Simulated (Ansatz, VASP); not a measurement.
## WS2 in VASP and in Ansatz

```
W S
1.0
     1.57900    0.91164    6.16333
    -1.57900    0.91164    6.16333
     0.00000   -1.82327    6.16333
W S
1 2
Direct
  0.00000 0.00000 0.00000
  0.24970 0.24970 0.24970
  0.41900 0.41900 0.41900
```

Alike in both runs: task single point; functional PBE; k mesh 6 × 6 × 6; occupations gaussian, width 0.1 eV; no spin polarisation.

|  | VASP | Ansatz |
| --- | --- | --- |
| version | VASP 6.6.1 | Ansatz 0.2.0 |
| potentials or method | VASP PAW PBE potentials, release 64 (W_sv, S), cutoff 520 eV | scalar-relativistic, plane waves, PAW |
| valence electrons in the cell | 26 | 26 |

```csv
,VASP,Ansatz,Ansatz less VASP
gap on the k mesh at the Fermi level (eV),1.03,1.02,-0.016
least direct gap on the mesh (eV),1.90,1.90,-0.004
pressure (GPa),4.6,4.6,+0.04
"traceless stress, the component that is largest in VASP (GPa)",0.37,0.37,+0.002
rms of the force components (eV/Å),0.268,0.267,-0.0006
```

Atom by atom the forces differ by 0.001 eV/Å (rms over components).

Neither program's run includes spin-orbit coupling.
